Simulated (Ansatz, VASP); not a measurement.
Sb: VASP beside Ansatz

Contents of INCAR:

```
SYSTEM = Sb
PREC = Accurate
ENCUT = 520
EDIFF = 1E-6
ISMEAR = -1
SIGMA = 0.05
LREAL = .False.
LASPH = .True.
NELM = 80
ALGO = Normal
ISIF = 2
LWAVE = .False.
LCHARG = .False.
GGA = CA
NBANDS = 12
```

The input KPOINTS:

```
Automatic mesh
0
Gamma
  8 8 8
  0 0 0
```

The input POSCAR:

```
Sb
1.0
    2.1397418462      1.2353805309      3.7327777635
   -2.1397418462      1.2353805309      3.7327777635
    0.0000000000     -2.4707610619      3.7327777635
Sb
2
Direct
    0.7665100000      0.7665100000      0.7665100000
    0.2334900000      0.2334900000      0.2334900000
```

File input.yaml:

```yaml
crystal:
  lattice:
    - [2.1397418462, 1.2353805309, 3.7327777635]
    - [-2.1397418462, 1.2353805309, 3.7327777635]
    - [0.0, -2.4707610619, 3.7327777635]
  atoms:
    - { symbol: Sb, position: [0.76651, 0.76651, 0.76651] }
    - { symbol: Sb, position: [0.23349, 0.23349, 0.23349] }
hamiltonian:
  xc: lda
  pseudopotentials: { kind: paw }
kpoints:
  mp_grid: { grid: [8, 8, 8] }
scf:
  occupations: { method: fermi_dirac, width: 0.05 }
output:
  forces: true
  stress: true
  eigenvalues: true
```

Alike in both runs: task single point; functional LDA; k mesh 8 × 8 × 8; occupations fermi-dirac, width 0.05 eV; no spin polarisation.

```csv
,VASP,Ansatz
version,VASP 6.6.1,Ansatz 0.2.0
potentials or method,"VASP PAW LDA potentials, release 64 (Sb)",Ansatz PAW
plane-wave cutoff (eV),520,420
valence electrons in the cell,10,30
```

VASP gave:

| Item | Value |
| --- | --- |
| gap on the k mesh at the Fermi level (eV) | none |
| pressure (GPa) | 0.3 |
| traceless stress, the component that is largest in VASP (GPa) | -0.54 |
| rms of the force components (eV/Å) | 0.107 |

Problem. Estimate Ansatz's values.

Solution. gap on the k mesh at the Fermi level (eV): none; pressure (GPa): 0.0; traceless stress, the component that is largest in VASP (GPa): -0.45; rms of the force components (eV/Å): 0.066.

LDA's correlation is that of Perdew and Zunger in VASP and of Perdew and Wang (1992) in Ansatz. Atom by atom the forces differ by 0.041 eV/Å (rms over components). A gap of «none» marks a metal or a gap that the smearing closes. VASP's potentials hold 10 valence electrons a cell and Ansatz's 30, so a difference there can come from the potentials and not from the codes.

Spin-orbit coupling is off throughout.
